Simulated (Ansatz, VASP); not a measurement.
## Ge: VASP beside Ansatz

```
Ge
1.0
    -3.43746    3.43746    3.43746
     3.43746   -3.43746    3.43746
     3.43746    3.43746   -3.43746
Ge
8
Cartesian
  1.0170 4.4545 -1.0170
  -1.0170 1.0170 4.4545
  4.4545 -1.0170 1.0170
  2.4204 2.4204 2.4204
  -1.0170 2.4204 1.0170
  1.0170 -1.0170 2.4204
  2.4204 1.0170 -1.0170
  1.0170 1.0170 1.0170
```

Alike in both runs: functional LDA; k mesh 8 × 8 × 8; occupations gaussian, width 0.1 eV; no spin polarisation.

Ansatz relaxed the structure, and its values are those at the end. VASP's run is a single point on that final structure, the one shown.

|  | VASP | Ansatz |
| --- | --- | --- |
| version | VASP 6.6.1 | Ansatz 0.2.0 |
| potentials or method | VASP PAW LDA potentials, release 64 (Ge_d), cutoff 520 eV | scalar-relativistic, plane waves, PAW |
| valence electrons in the cell | 112 | 112 |

Ansatz gave:

| Item | Value |
| --- | --- |
| gap on the k mesh at the Fermi level (eV) | none |
| pressure (GPa) | 0.0 |
| rms of the force components (eV/Å) | 0.004 |

What did VASP give for the same quantities?

gap on the k mesh at the Fermi level (eV): none; pressure (GPa): 0.1; rms of the force components (eV/Å): 0.009.

Ansatz warns that its potentials were made for another functional, while VASP's fit it. LDA's correlation is that of Perdew and Zunger in VASP and of Perdew and Wang (1992) in Ansatz. A gap of «none» marks a metal or a gap that the smearing closes.
